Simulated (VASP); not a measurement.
Sn3GeCl:

```
Sn Ge Cl
1.0
     4.78442    0.00000    0.00000
     0.00000    4.78442    0.00000
     0.00000    0.00000    4.78442
Sn Ge Cl
3 1 1
Direct
  0.00000 0.50000 0.50000
  0.50000 0.00000 0.50000
  0.50000 0.50000 0.00000
  0.00000 0.00000 0.00000
  0.50000 0.50000 0.50000
```

The cell was built from a structure type or drawn by symmetry, and may not be a known phase.

| Quantity | Value |
| --- | --- |
| Program | VASP 6.6.1 |
| Task | relaxation of cell and atoms |
| Functional | PBE |
| Potentials or basis | VASP PAW PBE potentials, release 64 (Sn_d, Ge_d, Cl) |
| Cutoff | 600 eV |
| k mesh | 4 × 4 × 4 |
| Occupations | gaussian, width 0.1 eV |
| Spin | no spin polarisation |

At the start: pressure 24.8 GPa; volume 21.90 Å³/atom.

Task: Where does the relaxation end?

Result: Over 4 steps the energy falls by 543.8 meV/atom and the volume is 31.60 Å³/atom (+44.3 %); space group Pm-3m (No. 221, to 0.1 Å) before and after.

Step by step:
```csv
step,energy change (eV),largest force (eV/Å),pressure (GPa),volume (Å³)
1,0.0000,0.0000,24.77,109.52
2,-2.6113,0.0000,-2.17,172.45
3,-2.7176,0.0000,0.30,156.28
4,-2.7191,0.0000,-0.02,158.00
```

Final structure:
```xyz
5
Lattice="5.4062 0.0000 0.0000 0.0000 5.4062 0.0000 0.0000 0.0000 5.4062" Properties=species:S:1:pos:R:3 pbc="T T T"
Sn    0.0000    2.7031    2.7031
Sn    2.7031    0.0000    2.7031
Sn    2.7031    2.7031    0.0000
Ge    0.0000    0.0000    0.0000
Cl    2.7031    2.7031    2.7031
```

Caveat: the volume moved by over 15 % at a fixed basis, so the end points are rough; an odd number of electrons without spin polarisation forces a metal; a magnetic or distorted state may lie lower.
